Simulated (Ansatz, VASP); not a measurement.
Two plane-wave programs on Os

```
CELL_PARAMETERS angstrom
4.28533 0.00000 0.00000
-2.14266 3.71120 0.00000
0.00000 0.00000 2.69890
ATOMIC_POSITIONS crystal
Os 0.00000 0.00000 0.00000
Os 0.33333 0.66667 0.50000
Os 0.66667 0.33333 0.50000
```

Alike in both runs: functional PBEsol; k mesh 6 × 6 × 6; occupations gaussian, width 0.1 eV; no spin polarisation.

Ansatz relaxed the structure, and its values are those at the end. VASP's run is a single point on that final structure, the one shown.

|  | VASP | Ansatz |
| --- | --- | --- |
| version | VASP 6.6.1 | Ansatz 0.2.0 |
| potentials or method | VASP PAW PBE potentials, release 64 (Os), cutoff 520 eV | scalar-relativistic, plane waves, PAW |
| valence electrons in the cell | 24 | 48 |

Ansatz gave:

```
gap on the k mesh at the Fermi level (eV) : none
pressure (GPa)                            : -0.1
```

Question: What did VASP give for the same quantities?

Answer: gap on the k mesh at the Fermi level (eV): none; pressure (GPa): 0.2.

VASP's potentials were made for PBE, not for PBEsol. A gap of «none» marks a metal or a gap that the smearing closes. VASP's potentials hold 24 valence electrons a cell and Ansatz's 48, so a difference there can come from the potentials and not from the codes.

The k mesh is coarse, so the values compare programs but aren't converged. Neither program's run includes spin-orbit coupling.
